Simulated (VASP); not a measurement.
## LiTmH4: relaxation of cell and atoms with PBE

LiTmH4:

```xyz
6
Lattice="3.1218 -2.6532 0.0000 3.1218 2.6532 0.0000 -3.1124 0.0000 4.6714" Properties=species:S:1:pos:R:3 pbc="T T T"
Li    1.5656    0.0000    2.3357
Tm   -1.5562    0.0000    2.3357
H     0.8353   -1.5528    4.6368
H     2.2959   -1.5528    0.0345
H     2.2959    1.5528    0.0345
H     0.8353    1.5528    4.6368
```

The cell was generated, and may not be a known phase.

| Item | Value |
| --- | --- |
| Program | VASP 6.6.1 |
| Task | relaxation of cell and atoms |
| Functional | PBE |
| Potentials or basis | VASP PAW PBE potentials, release 64 (Li_sv, Tm_3, H), 4f in core |
| Cutoff | 750 eV |
| k mesh | 3 × 3 × 3 |
| Occupations | gaussian, width 0.15 eV |
| Spin | no spin polarisation |
| Dipole correction | no |
| Further INCAR settings | ALGO = Normal; EDIFF = 1e-07; IBRION = 2; EDIFFG = -0.08; NSW = 36; ISIF = 3 |

| Quantity | Value |
| --- | --- |
| Relaxed volume | 8.47 Å³/atom |
| Relaxed cell | a = 4.203 Å, b = 4.203 Å, c = 3.507 Å, α = 114.63°, β = 114.63°, γ = 85.67° |
| Space group after relaxing (to 0.1 Å) | Immm (No. 71) |
| Energy gained by relaxing | 914.5 meV/atom |
| Ionic steps | 30 |
| Pressure after relaxing | 0.0 GPa |
| Largest force after relaxing | 0.056 eV/Å |
| Band gap on the k mesh | zero (bands 8 and 9 overlap by 0.69 eV) |

Forces on the atoms (eV/Å):
```
Li   0.000  0.000  0.000
Tm   0.000  0.000  0.000
H   -0.013  0.050 -0.022
H    0.013  0.050  0.022
H    0.013 -0.050  0.022
H   -0.013 -0.050 -0.022
```

Stress tensor (GPa, compression positive):
```
-0.07  0.00 -0.01
 0.00  0.28  0.00
-0.01  0.00 -0.11
```

The path:
```tsv
step	energy change (eV)	largest force (eV/Å)	pressure (GPa)	volume (Å³)
1	0.0000	0.6316	-7.28	77.38
2	-1.0365	0.6479	-6.84	70.79
3	-2.5847	1.0948	2.39	50.86
4	-2.9278	0.5007	1.94	50.57
5	-2.9832	0.2330	2.50	50.33
6	-2.9836	0.2344	2.45	50.34
7	-3.0330	0.3008	0.65	52.02
8	-3.1252	0.4198	-3.92	57.24
9	-3.1470	0.4332	-4.12	57.53
10	-3.2167	0.4949	-4.58	58.41
11	-3.3862	0.7327	-5.38	60.13
12	-3.6960	0.7240	-7.52	63.46
13	-3.8323	0.7830	-9.12	69.63
14	-3.8460	0.7376	-8.87	66.96
15	-3.9198	0.7652	-8.76	66.84
16	-4.0735	0.8154	-8.03	66.32
17	-4.0261	0.6504	-5.87	64.71
18	-4.0924	0.7794	-7.25	65.86
19	-4.2262	0.8047	-6.64	64.14
20	-4.5751	0.8707	-4.11	59.14
21	-4.9047	0.9859	5.05	49.86
22	-5.1050	0.8204	4.62	49.31
23	-5.3085	0.2973	6.01	47.57
24	-5.3220	0.3640	5.32	47.95
25	-5.4220	0.2619	1.78	49.98
26	-5.4595	0.1509	-1.78	52.49
27	-5.4597	0.1578	-1.56	52.32
28	-5.4747	0.1215	-0.97	51.77
29	-5.4837	0.0921	-0.01	50.95
30	-5.4871	0.0560	0.03	50.83
```

Final structure:
```yaml
crystal:
  lattice:
    - [3.03309, -2.85744, 0.54795]
    - [3.03309, 2.85744, 0.54795]
    - [-2.47453, 0.00000, 2.48517]
  atoms:
    - { symbol: Li, position: [0.50000, 0.50000, 0.50000] }
    - { symbol: Tm, position: [0.00000, 0.00000, 0.50000] }
    - { symbol: H, position: [0.03368, 0.40142, 0.21788] }
    - { symbol: H, position: [0.59858, 0.96632, 0.78212] }
    - { symbol: H, position: [0.96632, 0.59858, 0.78212] }
    - { symbol: H, position: [0.40142, 0.03368, 0.21788] }
```

Levels at points of the mesh, in eV from the Fermi level:
```csv
k point,band 6,band 7,band 8,band 9,band 10,band 11
"(0.00, 0.00, 0.00)",-4.99,-1.24,0.39,0.44,2.61,2.75
```

Run time: 5.6 min on 1 thread of Intel(R) Xeon(R) 6975P-C (Granite Rapids), on a shared host, peak memory 0.33 GiB.

Caveat: the k points lie up to 0.70 Å⁻¹ apart in the final cell, too coarse for converged energies and pressures of a metal; the volume moved by over 15 % at a fixed basis, so the end points are rough; spin-orbit coupling is left out, which moves the levels of the heavy elements; the 4f electrons are frozen in the core, so they carry no moment and show no levels; the relaxation stopped at a loose force limit of 0.08 eV/Å, so its end isn't a converged minimum. Spin polarisation is off, so any magnetic state and its effect on volume and gap are missing.
